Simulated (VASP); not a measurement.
# Ga (P6/mmm) in VASP: further runs

The runs below take Ga through single point, with PBE.

Everything below comes from runs of VASP 6.6.1. Logs are shortened: lines on timing, memory, paths and dates and some standing lists are left out, and cuts for length are marked.

### 1 The cell of the first run

It takes space group P6/mmm (No. 191, hexagonal). Conventional cell: a = 3.530 Å, b = 3.530 Å, c = 2.145 Å, α = 90.00°, β = 90.00°, γ = 120.00°. Within 2.8 Å of Ga (site symmetry 6/mmm) lie 14 Ga at 2.15 to 2.30 Å. Ga (site symmetry -6m2) has 11 Ga at 2.04 to 2.30 Å within 2.7 Å.

### 2 Single point, PBE

Input file INCAR:

```
SYSTEM = Ga
  ALGO = Normal
  EDIFF = 1E-6
  ENCUT = 520
  GGA = PE
  ISIF = 2
  ISMEAR = -1
  LASPH = .True.
  LCHARG = .False.
  LREAL = .False.
  LWAVE = .False.
  NBANDS = 26
  NELM = 60
  PREC = Accurate
  SIGMA = 0.05
```

Input file KPOINTS:

```
k-points
0
Gamma
  8 8 10
  0 0 0
```

Input file POSCAR:

```
Ga
1.0
    3.5304147870      0.0000000000      0.0000000000
   -1.7652073935      3.0574288914      0.0000000000
    0.0000000000      0.0000000000      2.1450848808
Ga
3
Direct
    0.0000000000      0.0000000000      0.0000000000
    0.3333333333      0.6666666667      0.5000000000
    0.6666666667      0.3333333333      0.5000000000
```

Potentials or basis: VASP PAW PBE potentials, release 64 (Ga_d).

Run with:

```sh
> cat potpaw_PBE.64/Ga_d/POTCAR > POTCAR
> mpirun -np 1 vasp_std > vasp.out
```

OUTCAR:

```text
SYSTEM = Ga
   EDIFF = 1E-6
   ENCUT = 520
   GGA = PE
   ISIF = 2
   ISMEAR = -1
   LASPH = .True.
   LREAL = .False.
   NELM = 60
   PREC = Accurate

 ion  position               nearest neighbor table
   1  0.000  0.000  0.000-   2 2.30   3 2.30   2 2.30   3 2.30   2 2.30   2 2.30   3 2.30   3 2.30
                             3 2.30   3 2.30   2 2.30   2 2.30
   2  0.333  0.667  0.500-   3 2.04   3 2.04   3 2.04   1 2.30   1 2.30   1 2.30   1 2.30   1 2.30
                             1 2.30
   3  0.667  0.333  0.500-   2 2.04   2 2.04   2 2.04   1 2.30   1 2.30   1 2.30   1 2.30   1 2.30
                             1 2.30

  LATTYP: Found a hexagonal cell.
 ALAT       =     3.5304147870
 C/A-ratio  =     0.6076013755

  Lattice vectors:

 A1 = (   3.5304147870,   0.0000000000,   0.0000000000)
 A2 = (  -1.7652073935,   3.0574288914,   0.0000000000)
 A3 = (   0.0000000000,   0.0000000000,   2.1450848808)

Analysis of symmetry for initial positions (statically):
=====================================================================
 Subroutine PRICEL returns:
 Original cell was already a primitive cell.

 Routine SETGRP: Setting up the symmetry group for a
 hexagonal supercell.

 Subroutine GETGRP returns: Found 24 space group operations
 (whereof 24 operations were pure point group operations)
 out of a pool of 24 trial point group operations.

The static configuration has the point symmetry D_6h.

Analysis of symmetry for dynamics (positions and initial velocities):
=====================================================================
 Subroutine PRICEL returns:
 Original cell was already a primitive cell.

 Routine SETGRP: Setting up the symmetry group for a
 hexagonal supercell.

 Subroutine GETGRP returns: Found 24 space group operations
 (whereof 24 operations were pure point group operations)
 out of a pool of 24 trial point group operations.

The dynamic configuration has the point symmetry D_6h.

 Subroutine INISYM returns: Found 24 space group operations
 (whereof 24 operations are pure point group operations),
 and found     1 'primitive' translations

----------------------------------------------------------------------------------------

                                     Primitive cell

  volume of cell :      23.1540

  direct lattice vectors                    reciprocal lattice vectors
     3.530414787  0.000000000  0.000000000     0.283252836  0.163536101  0.000000000
    -1.765207394  3.057428891  0.000000000     0.000000000  0.327072202  0.000000000
     0.000000000  0.000000000  2.145084881     0.000000000  0.000000000  0.466182019

  length of vectors
     3.530414787  3.530414787  2.145084881     0.327072202  0.327072202  0.466182019

  position of ions in fractional coordinates (direct lattice)
     0.000000000  0.000000000  0.000000000
     0.333333333  0.666666667  0.500000000
     0.666666667  0.333333333  0.500000000

  ion indices of the primitive-cell ions
   primitive index   ion index
                 1           1
                 2           2
                 3           3

----------------------------------------------------------------------------------------

 KPOINTS: k-points

Automatic generation of k-mesh.
 Grid dimensions read from file:
 generate k-points for:    8    8   10

 Generating k-lattice:

  Cartesian coordinates                     Fractional coordinates (reciprocal lattice)
     0.035406604  0.020442013  0.000000000     0.125000000  0.000000000  0.000000000
     0.000000000  0.040884025  0.000000000     0.000000000  0.125000000  0.000000000
     0.000000000  0.000000000  0.046618202     0.000000000  0.000000000  0.100000000

  Length of vectors
     0.040884025  0.040884025  0.046618202

  Shift w.r.t. Gamma in fractional coordinates (k-lattice)
     0.000000000  0.000000000  0.000000000

 Subroutine IBZKPT returns following result:
 ===========================================

 Found     60 irreducible k-points:

 Following reciprocal coordinates:
            Coordinates               Weight
  0.000000  0.000000  0.000000      1.000000
  0.125000  0.000000  0.000000      6.000000
  0.250000  0.000000  0.000000      6.000000
  0.375000  0.000000  0.000000      6.000000
  0.500000  0.000000  0.000000      3.000000
  0.125000  0.125000  0.000000      6.000000
[... 16 lines left out ...]
  0.250000  0.000000  0.200000     12.000000
  0.375000  0.000000  0.200000     12.000000
 [... further k-points ...]
   k-points           NKPTS =     60   k-points in BZ     NKDIM =     60   number of bands    NBANDS=     26
   number of dos      NEDOS =    301   number of ions     NIONS =      3
   total plane-waves  NPLWV =  12544
   dimension x,y,z NGX =    28 NGY =   28 NGZ =   16
   dimension x,y,z NGXF=    56 NGYF=   56 NGZF=   32
   ions per type =               3
   NGX,Y,Z   is equivalent  to a cutoff of  13.19, 13.19, 12.40 a.u.
   NGXF,Y,Z  is equivalent  to a cutoff of  26.37, 26.37, 24.80 a.u.
 SYSTEM =  Ga
   PREC   = accura    normal or accurate (medium, high low for compatibility)
   ISTART =      0    job   : 0-new  1-cont  2-samecut
   ICHARG =      2    charge: 1-file 2-atom 10-const
   ISPIN  =      1    spin polarized calculation?
   LNONCOLLINEAR =      F non collinear calculations
   LSORBIT =      F    spin-orbit coupling
   LASPH  =      T    aspherical Exc in radial PAW
   ENCUT  =  520.0 eV  38.22 Ry    6.18 a.u.   6.56  6.56  3.99*2*pi/ulx,y,z
   NELM   =     60;   NELMIN=  2; NELMDL= -5     # of ELM steps
   EDIFF  = 0.1E-05   stopping-criterion for ELM
   LREAL  =      F    real-space projection
   EDIFFG = 0.1E-04   stopping-criterion for IOM
   NSW    =      0    number of steps for IOM
   IBRION =     -1    ionic relax: 0-MD 1-quasi-New 2-CG
   NFREE  =      0    steps in history (QN), initial steepest desc. (CG)
   ISIF   =      2    stress and relaxation
   ISYM   =      2    0-nonsym 1-usesym 2-fastsym
   POTIM  = 0.5000    time-step for ionic-motion
   TEBEG  =    0.0;   TEEND  =   0.0 temperature during run
   PSTRESS=    0.0 pullay stress
   NELECT =      39.0000    total number of electrons
   NUPDOWN=      -1.0000    fix difference up-down
   EMIN   =  10.00;   EMAX   =-10.00  energy-range for DOS
   EFERMI =   0.00;   METHOD = LEGACY
   ISMEAR =    -1;   SIGMA  =   0.05  broadening in eV -4-tet -1-fermi 0-gaus
   EFERMI_NEDOS =   21; number of points for ismear=-14 and -15
   IALGO  =     38    algorithm
   IMIX   =      4    mixing-type and parameters
     AMIX     =   0.40;   BMIX     =  1.00
     AMIX_MAG =   1.60;   BMIX_MAG =  1.00
  volume/ion in A,a.u.               =       7.72        52.08
  Fermi-wavevector in a.u.,A,eV,Ry     =   1.947844  3.680891 51.621814  3.794096
  Thomas-Fermi vector in A             =   2.975987
   LORBIT       =      0    0 simple, 1 ext, 2 COOP (PROOUT), +10 PAW based schemes
   GGA     = PE    functional components
   LHFCALC =     F    Hartree Fock is set to
   AEXX    =    0.0000 exact exchange contribution
   IVDW    =     0    specifies the selected vdW correction
   LEPSILON=     F    determine dielectric tensor
   LRPA    =     F    only Hartree local field effects (RPA)
 non-spin polarized calculation
  energy-cutoff  :      520.00
  volume of cell :       23.15
 maximum number of plane-waves:       644
 NGX is ok and might be reduce to    28

 number of electron      39.0000015 magnetization

 Free energy of the ion-electron system (eV)
  ---------------------------------------------------
  ext. energy  EPLUGINS =         0.00000000
  ---------------------------------------------------
  free energy    TOTEN  =         9.40143053 eV

  energy without entropy =        9.40843423  energy(sigma->0) =        9.40493238

 E-fermi :  19.4182     XC(G=0): -16.4024

 val. band max:       19.3792554806   @ k =   0.2500   0.2500   0.0000
 cond. band min:      19.4326744380   @ k =   0.3750   0.2500   0.1000
 fundamental gap:      0.0534189574
 Fermi energy:        19.4181806672

 k-point     1 :       0.0000    0.0000    0.0000
  band No.  band energies     occupation
      1      -2.5733      2.00000
      2      -0.7145      2.00000
      3       0.4960      2.00000
      4       0.5681      2.00000
      5       0.5681      2.00000
      6       0.6177      2.00000
[... 18 lines left out ...]
     25      41.9108      0.00000
     26      43.0358      0.00000

 k-point     2 :       0.1250    0.0000    0.0000
  band No.  band energies     occupation
      1      -2.3097      2.00000
      2      -0.6631      2.00000
      3       0.1657      2.00000
      4       0.3071      2.00000
      5       0.4334      2.00000
      6       0.5827      2.00000
[... 18 lines left out ...]
     25      39.7203      0.00000
     26      40.8618      0.00000

 k-point     3 :       0.2500    0.0000    0.0000
  band No.  band energies     occupation
      1      -1.5685      2.00000
      2      -0.5398      2.00000
      3      -0.2605      2.00000
      4       0.1390      2.00000
      5       0.3051      2.00000
      6       0.5114      2.00000
[... 18 lines left out ...]
     25      36.4376      0.00000
     26      37.4090      0.00000

 k-point     4 :       0.3750    0.0000    0.0000
  band No.  band energies     occupation
      1      -0.7965      2.00000
      2      -0.4488      2.00000
      3      -0.2536      2.00000
      4       0.0834      2.00000
      5       0.1652      2.00000
      6       0.4484      2.00000
[... 18 lines left out ...]
     25      32.6455      0.00000
     26      37.3180      0.00000
[... 496 lines left out ...]
      1      -1.1702      2.00000
      2      -0.0177      2.00000
      3       0.0251      2.00000
      4       0.0799      2.00000
      5       0.4027      2.00000
      6       0.4614      2.00000
[... 18 lines left out ...]
     25      33.9774      0.00000
     26      35.7600      0.00000

 k-point    23 :       0.2500    0.0000    0.2000
  band No.  band energies     occupation
      1      -0.6613      2.00000
      2      -0.1958      2.00000
      3       0.0205      2.00000
      4       0.0885      2.00000
      5       0.5143      2.00000
      6       0.5716      2.00000
[... 18 lines left out ...]
     25      32.8045      0.00000
     26      34.6859      0.00000

 k-point    24 :       0.3750    0.0000    0.2000
  band No.  band energies     occupation
      1      -0.3978      2.00000
      2      -0.1259      2.00000
      3       0.0224      2.00000
      4       0.1753      2.00000
      5       0.6190      2.00000
      6       0.6936      2.00000
[... 18 lines left out ...]
     25      32.0721      0.00000
     26      32.5109      0.00000

 [... further k-points ...]
[... 5 lines left out ...]
  --------------------------------------------------------------------------------------
  -------------------------------------------------------------------------------------
  Total       57.7541355     57.7541355     57.4958492      0.0000000      0.0000000      0.0000000
  in kB     3996.3828772   3996.3828771   3978.5103711      0.0000000      0.0000000      0.0000000
  external PRESSURE =    3990.4253751 kB  Pullay stress =       0.0000000 kB

 VOLUME and BASIS-vectors are now :
 -----------------------------------------------------------------------------
  energy-cutoff  :      520.00
  volume of cell :       23.15
      direct lattice vectors                 reciprocal lattice vectors
     3.530414787  0.000000000  0.000000000     0.283252836  0.163536101  0.000000000
    -1.765207394  3.057428891  0.000000000     0.000000000  0.327072202  0.000000000
     0.000000000  0.000000000  2.145084881     0.000000000  0.000000000  0.466182019

 POSITION                                       TOTAL-FORCE (eV/Angst)
 -----------------------------------------------------------------------------------
      0.00000      0.00000      0.00000        -0.000000      0.000000      0.000000
     -0.00000      2.03829      1.07254        -0.000000     -0.000000      0.000000
      1.76521      1.01914      1.07254         0.000000      0.000000      0.000000
 -----------------------------------------------------------------------------------
    total drift:                                0.000000      0.000000     -0.000000

  FREE ENERGIE OF THE ION-ELECTRON SYSTEM (eV)
  ---------------------------------------------------
  free  energy   TOTEN  =         9.4014305323 eV

  energy  without entropy=        9.4084342304  energy(sigma->0) =        9.40493238
```

Run time: 16 s. Hardware: 1 thread of AMD EPYC 9R45 (Zen 5), shared host; peak memory 0.12 GiB.

Results:

```yaml
Free_energy: 9.4014 eV
Pressure: 399.0 GPa
```

Stress tensor (GPa, compression positive):
```
399.64   0.00   0.00
  0.00 399.64   0.00
  0.00   0.00 397.85
```

Levels at points of the mesh, in eV from the Fermi level:
```tsv
k point	band 15	band 16	band 17	band 18	band 19	band 20	band 21	band 22	band 23	band 24
(0.00, 0.00, 0.00)	-16.94	-16.94	-4.60	-4.60	-4.55	-4.55	-1.33	-1.17	9.78	17.02
(0.50, 0.00, 0.00)	-16.88	-16.33	-16.05	-10.60	-5.08	7.92	7.97	9.12	9.21	13.27
(0.00, 0.00, 0.50)	-16.63	-12.30	-11.53	1.42	1.42	1.42	2.99	2.99	3.90	5.28
(0.50, 0.00, 0.50)	-16.77	-9.88	-9.37	-6.18	-5.94	-1.40	0.48	1.20	2.27	13.82
```

### 3 Single point, PBE

Input file INCAR:

```
PREC = Accurate ; ENCUT = 520
EDIFF = 1E-7 ; ISMEAR = -1
SIGMA = 0.05 ; LREAL = F
LASPH = T ; NELM = 60
ALGO = Normal ; ISIF = 2
LWAVE = F ; LCHARG = F
GGA = PE ; NBANDS = 26
```

Input file KPOINTS:

```
regular mesh
0
Gamma
  8 8 10
```

POSCAR is that of step 2.

Potentials or basis: VASP PAW PBE potentials, release 64 (Ga_d).

Run with:

```sh
> cat potpaw_PBE.64/Ga_d/POTCAR > POTCAR
> mpirun -np 1 vasp_std > vasp.out
```

OUTCAR:

```text
PREC = Accurate
   ENCUT = 520
   EDIFF = 1E-7
   ISMEAR = -1
   LREAL = F
   LASPH = T
   NELM = 60
   ISIF = 2
   GGA = PE

 ion  position               nearest neighbor table
   1  0.000  0.000  0.000-   2 2.30   3 2.30   2 2.30   3 2.30   2 2.30   2 2.30   3 2.30   3 2.30
                             3 2.30   3 2.30   2 2.30   2 2.30
   2  0.333  0.667  0.500-   3 2.04   3 2.04   3 2.04   1 2.30   1 2.30   1 2.30   1 2.30   1 2.30
                             1 2.30
   3  0.667  0.333  0.500-   2 2.04   2 2.04   2 2.04   1 2.30   1 2.30   1 2.30   1 2.30   1 2.30
                             1 2.30

  LATTYP: Found a hexagonal cell.
 ALAT       =     3.5304147870
 C/A-ratio  =     0.6076013755

  Lattice vectors:

 A1 = (   3.5304147870,   0.0000000000,   0.0000000000)
 A2 = (  -1.7652073935,   3.0574288914,   0.0000000000)
 A3 = (   0.0000000000,   0.0000000000,   2.1450848808)

Analysis of symmetry for initial positions (statically):
=====================================================================
 Subroutine PRICEL returns:
 Original cell was already a primitive cell.

 Routine SETGRP: Setting up the symmetry group for a
 hexagonal supercell.
[... 163 lines left out ...]
  ext. energy  EPLUGINS =         0.00000000
  ---------------------------------------------------
  free energy    TOTEN  =         9.40143000 eV

  energy without entropy =        9.40843431  energy(sigma->0) =        9.40493216

 E-fermi :  19.4184     XC(G=0): -16.4024

 val. band max:       19.3795400311   @ k =   0.2500   0.2500   0.0000
 cond. band min:      19.4329434260   @ k =   0.3750   0.2500   0.1000
 fundamental gap:      0.0534033949
 Fermi energy:        19.4184188621

 k-point     1 :       0.0000    0.0000    0.0000
  band No.  band energies     occupation
      1      -2.5731      2.00000
      2      -0.7138      2.00000
      3       0.4970      2.00000
      4       0.5689      2.00000
      5       0.5689      2.00000
      6       0.6181      2.00000
[... 685 lines left out ...]
     25      32.0719      0.00000
     26      32.5093      0.00000

 [... further k-points ...]
[... 5 lines left out ...]
  --------------------------------------------------------------------------------------
  -------------------------------------------------------------------------------------
  Total       57.6554976     57.6554976     57.4000044      0.0000000     -0.0000000      0.0000000
  in kB     3989.5574810   3989.5574809   3971.8782513      0.0000000     -0.0000000      0.0000000
  external PRESSURE =    3983.6644044 kB  Pullay stress =       0.0000000 kB

 VOLUME and BASIS-vectors are now :
 -----------------------------------------------------------------------------
  energy-cutoff  :      520.00
  volume of cell :       23.15
      direct lattice vectors                 reciprocal lattice vectors
     3.530414787  0.000000000  0.000000000     0.283252836  0.163536101  0.000000000
    -1.765207394  3.057428891  0.000000000     0.000000000  0.327072202  0.000000000
     0.000000000  0.000000000  2.145084881     0.000000000  0.000000000  0.466182019

 POSITION                                       TOTAL-FORCE (eV/Angst)
 -----------------------------------------------------------------------------------
      0.00000      0.00000      0.00000         0.000000      0.000000      0.000000
     -0.00000      2.03829      1.07254        -0.000000      0.000000      0.000000
      1.76521      1.01914      1.07254         0.000000     -0.000000     -0.000000
 -----------------------------------------------------------------------------------
    total drift:                                0.000000      0.000000     -0.000000

  FREE ENERGIE OF THE ION-ELECTRON SYSTEM (eV)
  ---------------------------------------------------
  free  energy   TOTEN  =         9.4014300003 eV

  energy  without entropy=        9.4084343144  energy(sigma->0) =        9.40493216
```

stdout:

```text
POSCAR found type information on POSCAR Ga
 POSCAR found :  1 types and       3 ions
 scaLAPACK will be used
 LDA part: xc-table for (Slater+PW92), standard interpolation
 POSCAR, INCAR and KPOINTS ok, starting setup
 FFT: planning ... GRIDC
 FFT: planning ... GRID_SOFT
 FFT: planning ... GRID
 WAVECAR not read
 entering main loop
```

Wall time 19 s (1 thread of AMD EPYC 9R45 (Zen 5), shared host); peak memory 0.12 GiB.

What came out:

```yaml
Free_energy: 9.4014 eV
Pressure: 398.4 GPa
```

Stress tensor (GPa, compression positive):
```
398.96   0.00   0.00
  0.00 398.96   0.00
  0.00   0.00 397.19
```

Levels at points of the mesh, in eV from the Fermi level:
```tsv
k point	band 17	band 18	band 19	band 20	band 21	band 22
(0.00, 0.00, 0.00)	-4.60	-4.60	-4.55	-4.55	-1.33	-1.17
(0.50, 0.00, 0.00)	-16.05	-10.60	-5.08	7.92	7.97	9.12
(0.00, 0.00, 0.50)	-11.53	1.42	1.42	1.42	2.99	2.99
(0.50, 0.00, 0.50)	-9.37	-6.18	-5.94	-1.40	0.48	1.20
```
